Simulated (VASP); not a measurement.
# Ge (Fd-3m) in VASP: settings compared

Aim: see how the results for Ge move with the level of theory and the settings. Levels: PBE exchange alone, RPBE+D4, LDA. Tasks: single point.

Program: VASP 6.6.1. These are calculated values, not measurements. Logs are shortened: lines on timing, memory, paths and dates and some standing lists are left out, and cuts for length are marked.

**The experiment to reproduce.**

“Temperature-dependent photoluminescence in Ge: experiment and theory”, 2020, arxiv:2003.00143 reports, for a bulk crystal of Ge at 0 K: band gap 0.744 eV (indirect).

The runs below are set against these values where they give the same quantity.

## 1. The cell of the first run

Symmetry: Fd-3m, No. 227, cubic system. The conventional cell has a = 5.695 Å, b = 5.695 Å, c = 5.695 Å, α = 90.00°, β = 90.00°, γ = 90.00°. Ge (site symmetry -43m) has 4 Ge at 2.47 Å within 3.3 Å.

## 2. Single point, PBE exchange alone

Contents of INCAR:

```
SYSTEM = Ge
PREC = Accurate
ENCUT = 520
EDIFF = 1E-6
ISMEAR = -1
SIGMA = 0.05
LREAL = .False.
LASPH = .True.
NELM = 60
ALGO = Normal
ISIF = 2
LWAVE = .False.
LCHARG = .False.
GGA = PE
ALDAC = 0.0
AGGAC = 0.0
NBANDS = 21
```

Contents of KPOINTS:

```
regular mesh
0
Gamma
  8 8 8
  0 0 0
```

Contents of POSCAR:

```
Ge
1.0
    0.0000000000      2.8476450493      2.8476450493
    2.8476450493      0.0000000000      2.8476450493
    2.8476450493      2.8476450493      0.0000000000
Ge
2
Direct
    0.7500000000      0.7500000000      0.7500000000
    0.5000000000      0.5000000000      0.5000000000
```

Potentials or basis: VASP PAW PBE potentials, release 64 (Ge_d).

Started as:

```
$ cat potpaw_PBE.64/Ge_d/POTCAR > POTCAR
$ mpirun -np 1 vasp_std > vasp.out
```

OUTCAR:

```text
SYSTEM = Ge
   PREC = Accurate
   ENCUT = 520
   EDIFF = 1E-6
   ISMEAR = -1
   LREAL = .False.
   LASPH = .True.
   NELM = 60
   ISIF = 2
   GGA = PE

 ion  position               nearest neighbor table
   1  0.750  0.750  0.750-   2 2.47   2 2.47   2 2.47   2 2.47
   2  0.500  0.500  0.500-   1 2.47   1 2.47   1 2.47   1 2.47

  LATTYP: Found a face centered cubic cell.
 ALAT       =     5.6952900986

  Lattice vectors:

 A1 = (   0.0000000000,   2.8476450493,   2.8476450493)
 A2 = (   2.8476450493,   0.0000000000,   2.8476450493)
 A3 = (   2.8476450493,   2.8476450493,   0.0000000000)

Analysis of symmetry for initial positions (statically):
=====================================================================
 Subroutine PRICEL returns:
 Original cell was already a primitive cell.

 Routine SETGRP: Setting up the symmetry group for a
 face centered cubic supercell.

 Subroutine GETGRP returns: Found 48 space group operations
 (whereof 24 operations were pure point group operations)
 out of a pool of 48 trial point group operations.

The static configuration has the point symmetry T_d .
 The point group associated with its full space group is O_h .

Analysis of symmetry for dynamics (positions and initial velocities):
=====================================================================
 Subroutine PRICEL returns:
 Original cell was already a primitive cell.

 Routine SETGRP: Setting up the symmetry group for a
 face centered cubic supercell.

 Subroutine GETGRP returns: Found 48 space group operations
 (whereof 24 operations were pure point group operations)
 out of a pool of 48 trial point group operations.

The dynamic configuration has the point symmetry T_d .
 The point group associated with its full space group is O_h .

 Subroutine INISYM returns: Found 48 space group operations
 (whereof 24 operations are pure point group operations),
 and found     1 'primitive' translations

----------------------------------------------------------------------------------------

                                     Primitive cell

  volume of cell :      46.1836

  direct lattice vectors                    reciprocal lattice vectors
     0.000000000  2.847645049  2.847645049    -0.175583681  0.175583681  0.175583681
     2.847645049  0.000000000  2.847645049     0.175583681 -0.175583681  0.175583681
     2.847645049  2.847645049  0.000000000     0.175583681  0.175583681 -0.175583681

  length of vectors
     4.027178250  4.027178250  4.027178250     0.304119857  0.304119857  0.304119857

  position of ions in fractional coordinates (direct lattice)
     0.750000000  0.750000000  0.750000000
     0.500000000  0.500000000  0.500000000

  ion indices of the primitive-cell ions
   primitive index   ion index
                 1           1
                 2           2

----------------------------------------------------------------------------------------

 KPOINTS: regular mesh

Automatic generation of k-mesh.
 Grid dimensions read from file:
 generate k-points for:    8    8    8

 Generating k-lattice:

  Cartesian coordinates                     Fractional coordinates (reciprocal lattice)
    -0.021947960  0.021947960  0.021947960     0.125000000  0.000000000  0.000000000
     0.021947960 -0.021947960  0.021947960     0.000000000  0.125000000  0.000000000
     0.021947960  0.021947960 -0.021947960     0.000000000  0.000000000  0.125000000

  Length of vectors
     0.038014982  0.038014982  0.038014982

  Shift w.r.t. Gamma in fractional coordinates (k-lattice)
     0.000000000  0.000000000  0.000000000

 Subroutine IBZKPT returns following result:
 ===========================================

 Found     29 irreducible k-points:

 Following reciprocal coordinates:
            Coordinates               Weight
  0.000000  0.000000  0.000000      1.000000
  0.125000  0.000000  0.000000      8.000000
  0.250000  0.000000  0.000000      8.000000
  0.375000  0.000000  0.000000      8.000000
  0.500000  0.000000  0.000000      4.000000
  0.125000  0.125000  0.000000      6.000000
[... 16 lines left out ...]
  0.500000  0.250000  0.125000     48.000000
 -0.375000  0.250000  0.125000     24.000000
 [... further k-points ...]
   k-points           NKPTS =     29   k-points in BZ     NKDIM =     29   number of bands    NBANDS=     21
   number of dos      NEDOS =    301   number of ions     NIONS =      2
   total plane-waves  NPLWV =  27000
   dimension x,y,z NGX =    30 NGY =   30 NGZ =   30
   dimension x,y,z NGXF=    60 NGYF=   60 NGZF=   60
   ions per type =               2
   NGX,Y,Z   is equivalent  to a cutoff of  12.38, 12.38, 12.38 a.u.
   NGXF,Y,Z  is equivalent  to a cutoff of  24.77, 24.77, 24.77 a.u.
 SYSTEM =  Ge
   PREC   = accura    normal or accurate (medium, high low for compatibility)
   ISTART =      0    job   : 0-new  1-cont  2-samecut
   ICHARG =      2    charge: 1-file 2-atom 10-const
   ISPIN  =      1    spin polarized calculation?
[... 77 lines left out ...]
      4     -18.2037      2.00000
      5     -18.2037      2.00000
      6     -18.0223      2.00000
[... 13 lines left out ...]
     20      14.9763      0.00000
     21      14.9763      0.00000

 k-point     3 :       0.2500    0.0000    0.0000
  band No.  band energies     occupation
      1     -18.2677      2.00000
      2     -18.2677      2.00000
      3     -18.2418      2.00000
      4     -18.1871      2.00000
      5     -18.1871      2.00000
      6     -18.0355      2.00000
[... 13 lines left out ...]
     20      14.7304      0.00000
     21      14.7304      0.00000

 k-point     4 :       0.3750    0.0000    0.0000
  band No.  band energies     occupation
      1     -18.2727      2.00000
      2     -18.2727      2.00000
      3     -18.2357      2.00000
      4     -18.1769      2.00000
      5     -18.1769      2.00000
      6     -18.0424      2.00000
[... 13 lines left out ...]
     20      15.8508      0.00000
     21      15.8508      0.00000

 k-point     5 :       0.5000    0.0000    0.0000
  band No.  band energies     occupation
      1     -18.2739      2.00000
      2     -18.2739      2.00000
      3     -18.2331      2.00000
      4     -18.1741      2.00000
      5     -18.1741      2.00000
      6     -18.0439      2.00000
[... 13 lines left out ...]
     20      17.1065      0.00000
     21      17.5076      0.00000

 k-point     6 :       0.1250    0.1250    0.0000
  band No.  band energies     occupation
      1     -18.2573      2.00000
      2     -18.2556      2.00000
      3     -18.2556      2.00000
      4     -18.2061      2.00000
      5     -18.1919      2.00000
      6     -18.0440      2.00000
[... 13 lines left out ...]
     20      14.1369      0.00000
     21      16.0783      0.00000

 k-point     7 :       0.2500    0.1250    0.0000
  band No.  band energies     occupation
      1     -18.2706      2.00000
      2     -18.2636      2.00000
      3     -18.2471      2.00000
      4     -18.1924      2.00000
      5     -18.1725      2.00000
      6     -18.0638      2.00000
[... 13 lines left out ...]
     20      15.3907      0.00000
     21      15.8990      0.00000
[... 291 lines left out ...]
      1     -18.2995      2.00000
      2     -18.2841      2.00000
      3     -18.1976      2.00000
      4     -18.1407      2.00000
      5     -18.1149      2.00000
      6     -18.1021      2.00000
[... 13 lines left out ...]
     20      16.2004      0.00000
     21      19.7444      0.00000

 k-point    21 :       0.5000    0.5000    0.0000
  band No.  band energies     occupation
      1     -18.2831      2.00000
      2     -18.2831      2.00000
      3     -18.1998      2.00000
      4     -18.1998      2.00000
      5     -18.1035      2.00000
      6     -18.1035      2.00000
[... 13 lines left out ...]
     20      17.7800      0.00000
     21      19.1596      0.00000

 k-point    22 :       0.3750    0.2500    0.1250
  band No.  band energies     occupation
      1     -18.2779      2.00000
      2     -18.2755      2.00000
      3     -18.2339      2.00000
      4     -18.1797      2.00000
      5     -18.1520      2.00000
      6     -18.0849      2.00000
[... 13 lines left out ...]
     20      16.5180      0.00000
     21      16.7031      0.00000

 k-point    23 :       0.5000    0.2500    0.1250
  band No.  band energies     occupation
      1     -18.2894      2.00000
      2     -18.2818      2.00000
      3     -18.2128      2.00000
      4     -18.1651      2.00000
      5     -18.1397      2.00000
      6     -18.0932      2.00000
[... 13 lines left out ...]
     20      16.0177      0.00000
     21      17.9102      0.00000

 k-point    24 :      -0.3750    0.2500    0.1250
  band No.  band energies     occupation
      1     -18.2945      2.00000
      2     -18.2831      2.00000
      3     -18.2033      2.00000
      4     -18.1544      2.00000
      5     -18.1412      2.00000
      6     -18.0884      2.00000
[... 13 lines left out ...]
     20      17.4161      0.00000
     21      17.7601      0.00000

 [... further k-points ...]

------------------------ aborting loop because EDIFF is reached ----------------------------------------

  FORCE on cell =-STRESS in cart. coord.  units (eV):
  Direction    XX          YY          ZZ          XY          YZ          ZX
  --------------------------------------------------------------------------------------
  -------------------------------------------------------------------------------------
  Total        3.4302038      3.4302038      3.4302038      0.0000000      0.0000000     -0.0000000
  in kB      118.9989000    118.9989000    118.9989000      0.0000000      0.0000000     -0.0000000
  external PRESSURE =     118.9989000 kB  Pullay stress =       0.0000000 kB

 VOLUME and BASIS-vectors are now :
 -----------------------------------------------------------------------------
  energy-cutoff  :      520.00
  volume of cell :       46.18
      direct lattice vectors                 reciprocal lattice vectors
     0.000000000  2.847645049  2.847645049    -0.175583681  0.175583681  0.175583681
     2.847645049  0.000000000  2.847645049     0.175583681 -0.175583681  0.175583681
     2.847645049  2.847645049  0.000000000     0.175583681  0.175583681 -0.175583681

 POSITION                                       TOTAL-FORCE (eV/Angst)
 -----------------------------------------------------------------------------------
      4.27147      4.27147      4.27147        -0.000000     -0.000000     -0.000000
      2.84765      2.84765      2.84765         0.000000      0.000000      0.000000
 -----------------------------------------------------------------------------------
    total drift:                                0.000000     -0.000000     -0.000000

  FREE ENERGIE OF THE ION-ELECTRON SYSTEM (eV)
  ---------------------------------------------------
  free  energy   TOTEN  =        -6.0369198750 eV

  energy  without entropy=       -6.0361668378  energy(sigma->0) =       -6.03654336
```

It took 15 s on 1 thread of AMD EPYC 9R45 (Zen 5), shared host; peak memory 0.14 GiB.

What came out:

| Quantity | Value |
| --- | --- |
| Free energy | -6.0369 eV |
| Pressure | 11.9 GPa |
| Band gap on the k mesh | zero (filled and empty bands touch) |

## 3. Single point, RPBE+D4

This run uses another cell than the first one, of 23.54 Å³/atom, 1.020 times its volume.

Contents of INCAR:

```
SYSTEM = Ge
PREC     = Accurate       ! precision mode
ENCUT    = 520            ! plane-wave cutoff, eV
EDIFF    = 1E-6           ! SCF threshold, eV
ISMEAR   = -1             ! smearing method
SIGMA    = 0.05           ! smearing width, eV
LREAL    = .FALSE.        ! projectors in reciprocal space
LASPH    = .TRUE.         ! aspherical terms in the spheres
NELM     = 100            ! most SCF steps
ALGO     = Normal         ! electronic algorithm
ISIF     = 2              ! what is computed and relaxed
LWAVE    = .FALSE.        ! write WAVECAR
LCHARG   = .FALSE.        ! write CHGCAR
GGA      = RP             ! functional
IVDW     = 13             ! dispersion correction
NBANDS   = 21             ! bands
```

Contents of KPOINTS:

```
Automatic mesh
0
G
  8 8 8
  0 0 0
```

Contents of POSCAR:

```
Ge
1.0
    0.0000000000      2.8661367691      2.8661367691
    2.8661367691      0.0000000000      2.8661367691
    2.8661367691      2.8661367691      0.0000000000
Ge
2
Direct
    0.7500000000      0.7500000000      0.7500000000
    0.5000000000      0.5000000000      0.5000000000
```

Potentials or basis: VASP PAW PBE potentials, release 64 (Ge_d).

Started as:

```
$ cat potpaw_PBE.64/Ge_d/POTCAR > POTCAR
$ mpirun -np 1 vasp_std > vasp.out
```

Run time: 15 s. Hardware: 1 thread of AMD EPYC 9R45 (Zen 5), shared host; peak memory 0.14 GiB.

It converged, with:

| Property | Result |
| --- | --- |
| Free energy | -9.5036 eV |
| Pressure | -2.0 GPa |
| Band gap on the k mesh | zero (filled and empty bands touch) |
| Dispersion energy per atom | -0.581 eV |

Levels at points of the mesh, in eV from the Fermi level:
```
           k point  band 12  band 13  band 14  band 15  band 16  band 17
(0.00, 0.00, 0.00)    -0.22    -0.02    -0.02    -0.02     2.53     2.53
(0.50, 0.00, 0.00)    -7.40    -1.36    -1.36     0.14     3.73     3.73
(0.50, 0.50, 0.00)    -8.73    -2.95    -2.95     0.86     0.86     9.22
```

Caveat: the PAW data sets were made with another functional, which shifts forces and pressure a little; pairwise dispersion overbinds metals, which lowers pressure and volume.

## 4. Single point, PBE exchange alone

This run uses another cell than the first one, of 23.54 Å³/atom, 1.020 times its volume.

Contents of INCAR:

```
PREC = Accurate ; ENCUT = 520
EDIFF = 1E-6 ; ISMEAR = -1
SIGMA = 0.05 ; LREAL = False
LASPH = True ; NELM = 60
ALGO = Normal ; ISIF = 2
LWAVE = False ; LCHARG = False
GGA = PE ; ALDAC = 0.0
AGGAC = 0.0 ; NBANDS = 21
```

Contents of KPOINTS:

```
regular mesh
0
Gamma
  8 8 8
```

POSCAR is that of step 3.

Started as:

```
$ cat potpaw_PBE.64/Ge_d/POTCAR > POTCAR
$ mpirun -np 1 vasp_std > vasp.out
```

Run time: 14 s. Hardware: 1 thread of AMD EPYC 9R45 (Zen 5), shared host; peak memory 0.14 GiB.

The run converged. Its results:

```
Free energy            : -6.0999 eV
Pressure               : 10.3 GPa
Band gap on the k mesh : zero (filled and empty bands touch)
```

Levels at points of the mesh, in eV from the Fermi level:
```tsv
k point	band 12	band 13	band 14	band 15	band 16	band 17
(0.00, 0.00, 0.00)	-0.45	0.02	0.02	0.02	2.55	2.55
(0.50, 0.00, 0.00)	-7.41	-1.33	-1.33	0.08	3.78	3.78
(0.50, 0.50, 0.00)	-8.76	-2.91	-2.91	0.93	0.93	9.13
```

## 5. Single point, LDA

This run uses another cell than the first one, of 24.00 Å³/atom, 1.039 times its volume.

Contents of INCAR:

```
  PREC = Accurate
  ENCUT = 520
  EDIFF = 1E-6
  ISMEAR = -1
  SIGMA = 0.05
  LREAL = F
  LASPH = T
  NELM = 100
  ALGO = Normal
  ISIF = 2
  LWAVE = F
  LCHARG = F
  GGA = CA
  NBANDS = 21
```

Contents of KPOINTS:

```
Automatic mesh
0
Gamma
  8 8 8
```

Contents of POSCAR:

```
Ge
1.0
    0.0000000000      2.8843929095      2.8843929095
    2.8843929095      0.0000000000      2.8843929095
    2.8843929095      2.8843929095      0.0000000000
Ge
2
Direct
    0.7500000000      0.7500000000      0.7500000000
    0.5000000000      0.5000000000      0.5000000000
```

Potentials or basis: VASP PAW LDA potentials, release 64 (Ge_d).

Started as:

```
$ cat potpaw_LDA.64/Ge_d/POTCAR > POTCAR
$ mpirun -np 1 vasp_std > vasp.out
```

It took 13 s on 1 thread of AMD EPYC 9R45 (Zen 5), shared host; peak memory 0.12 GiB.

It converged, with:

```
Free energy            : -10.3289 eV
Pressure               : -4.5 GPa
Band gap on the k mesh : zero (band 14 reaches 4.17 eV, above the bottom of band 15 at 4.07 eV)
```

Levels at points of the mesh, in eV from the Fermi level:
```
           k point  band 11  band 12  band 13  band 14  band 15  band 16  band 17  band 18
(0.00, 0.00, 0.00)   -12.26    -0.54     0.12     0.12     0.12     2.62     2.62     2.62
(0.50, 0.00, 0.00)   -10.31    -7.27    -1.20    -1.20     0.01     3.80     3.80     7.04
(0.50, 0.50, 0.00)    -8.60    -8.60    -2.76    -2.76     0.85     0.85     9.05     9.05
```

## 6. Single point, RPBE+D4

This run uses another cell than the first one, of 24.00 Å³/atom, 1.039 times its volume.

Contents of INCAR:

```
SYSTEM = Ge
PREC = Accurate
ENCUT = 520
EDIFF = 1E-7
ISMEAR = -1
SIGMA = 0.05
LREAL = .False.
LASPH = .True.
NELM = 80
ALGO = Normal
ISIF = 2
LWAVE = .False.
LCHARG = .True.
GGA = RP
IVDW = 13
LELF = .True.
LVHAR = .True.
NBANDS = 21
```

Contents of KPOINTS:

```
regular mesh
0
Gamma
  8 8 8
  0 0 0
```

POSCAR is that of step 5.

Potentials or basis: VASP PAW PBE potentials, release 64 (Ge_d).

Started as:

```
$ cat potpaw_PBE.64/Ge_d/POTCAR > POTCAR
$ mpirun -np 1 vasp_std > vasp.out
```

Run time: 17 s. Hardware: 1 thread of AMD EPYC 9R45 (Zen 5), shared host; peak memory 0.14 GiB.

The run converged. Its results:

| Property | Result |
| --- | --- |
| Free energy | -9.4900 eV |
| Pressure | -2.9 GPa |
| Band gap on the k mesh | zero (filled and empty bands touch) |
| Dispersion energy per atom | -0.568 eV |

Levels at points of the mesh, in eV from the Fermi level:
```tsv
k point	band 11	band 12	band 13	band 14	band 15	band 16	band 17	band 18
(0.00, 0.00, 0.00)	-12.31	-0.37	0.00	0.00	0.00	2.54	2.54	2.54
(0.50, 0.00, 0.00)	-10.36	-7.30	-1.32	-1.32	0.10	3.74	3.74	7.26
(0.50, 0.50, 0.00)	-8.64	-8.64	-2.87	-2.87	0.90	0.90	9.09	9.09
```

Caveat: the PAW data sets were made with another functional, which shifts forces and pressure a little; pairwise dispersion overbinds metals, which lowers pressure and volume.

## 7. The runs side by side

| level | potentials or basis | cell | gap on the mesh (eV) | pressure (GPa) |
| --- | --- | --- | --- | --- |
| PBE exchange alone | VASP PAW PBE potentials, release 64 (Ge_d) | a = 4.027 Å, angles 60.0°, 2 atoms | none | 11.9 |
| RPBE+D4 | VASP PAW PBE potentials, release 64 (Ge_d) | a = 4.053 Å, angles 60.0°, 2 atoms | none | -2.0 |
| PBE exchange alone | VASP PAW PBE potentials, release 64 (Ge_d) | a = 4.053 Å, angles 60.0°, 2 atoms | none | 10.3 |
| LDA | VASP PAW LDA potentials, release 64 (Ge_d) | a = 4.079 Å, angles 60.0°, 2 atoms | none | -4.5 |
| RPBE+D4 | VASP PAW PBE potentials, release 64 (Ge_d) | a = 4.079 Å, angles 60.0°, 2 atoms | none | -2.9 |

Alike in all rows: task single point; no spin polarisation; k mesh 8 × 8 × 8; cutoff (eV) 520; smearing fermi-dirac 0.05 eV.

Caveats: the PAW data sets were made with another functional, which shifts forces and pressure a little (some runs); pairwise dispersion overbinds metals, which lowers pressure and volume (some runs).

Absolute energies hang on the potentials; compare differences alone.

## 8. How close it comes

Step 3. Measured gap of Ge: 0.744 eV (indirect; 0 K; “Temperature-dependent photoluminescence in Ge: experiment and theory”, 2020, arxiv:2003.00143). This calculation gives 0.00 eV (-0.74 eV). 3 values of this kind are on record (0.666 to 0.807 eV); this one was drawn at random among those near their median. Spin-orbit coupling on Ge is left out. The value is that of RPBE+D4 on a finite k mesh, which can miss the band edges, without temperature or zero-point motion. Semilocal functionals fall short of measured gaps as a rule.

Step 6. A measured gap of Ge is 0.744 eV (indirect; 0 K; “Temperature-dependent photoluminescence in Ge: experiment and theory”, 2020, arxiv:2003.00143); the calculated 0.00 eV misses it by -0.74 eV. 3 values of this kind are on record (0.666 to 0.807 eV); this one was drawn at random among those near their median. Spin-orbit coupling on Ge is left out. The value is that of RPBE+D4 on a finite k mesh, which can miss the band edges, without temperature or zero-point motion. Semilocal functionals fall short of measured gaps as a rule.
